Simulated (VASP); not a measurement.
Wanted: the native input for a VASP 6.6.1 run.

```yaml
Task: single point
Functional: r2SCAN
Potentials_or_basis: VASP PAW PBE potentials, release 64 (Ir)
Cutoff: 520 eV
k_mesh: 14 × 14 × 14
Occupations: gaussian, width 0.01 eV
Spin: no spin polarisation
Dipole_correction: no
Further_INCAR_settings: ALGO = Normal; EDIFF = 1e-06; NBANDS = 10
```

Ir:

```xyz
1
Lattice="0.0000 1.9228 1.9228 1.9228 0.0000 1.9228 1.9228 1.9228 0.0000" Properties=species:S:1:pos:R:3 pbc="T T T"
Ir    0.0000    0.0000    0.0000
```

The input as run:

POSCAR

```
Ir
1.0
    0.0000000000      1.9228496764      1.9228496764
    1.9228496764      0.0000000000      1.9228496764
    1.9228496764      1.9228496764      0.0000000000
Ir
1
Direct
    0.0000000000      0.0000000000      0.0000000000
```

INCAR.step1

```
SYSTEM = Ir
  PREC = Accurate
  ENCUT = 520
  ISMEAR = 0
  SIGMA = 0.01
  LREAL = .FALSE.
  LASPH = .TRUE.
  NELM = 80
  NBANDS = 10
  GGA = PE
  ALGO = Normal
  EDIFF = 1E-4
  LWAVE = .TRUE.
  LCHARG = .FALSE.
```

INCAR.step2

```
SYSTEM = Ir
  PREC = Accurate
  ENCUT = 520
  EDIFF = 1E-6
  ISMEAR = 0
  SIGMA = 0.01
  LREAL = .FALSE.
  LASPH = .TRUE.
  NELM = 80
  ALGO = Normal
  ISIF = 2
  LWAVE = .FALSE.
  LCHARG = .FALSE.
  METAGGA = R2SCAN
  LMIXTAU = .TRUE.
  NBANDS = 10
  ISTART = 1
```

KPOINTS

```
Automatic mesh
0
G
  14 14 14
  0 0 0
```

Potentials or basis: VASP PAW PBE potentials, release 64 (Ir).

Launch:

```console
$ cat potpaw_PBE.64/Ir/POTCAR > POTCAR
$ cp INCAR.step1 INCAR
$ mpirun -np 1 vasp_std > vasp.out
$ cp INCAR.step2 INCAR
$ mpirun -np 1 vasp_std > vasp.out
```

Results of the run:

```yaml
Pressure: 2.2 GPa
```

Caveat: the PAW data sets were made with another functional, which shifts forces and pressure a little.

Wall time 23 s on 1 thread of Intel(R) Xeon(R) 6975P-C (Granite Rapids), with other jobs on the host, peak memory 0.13 GiB.
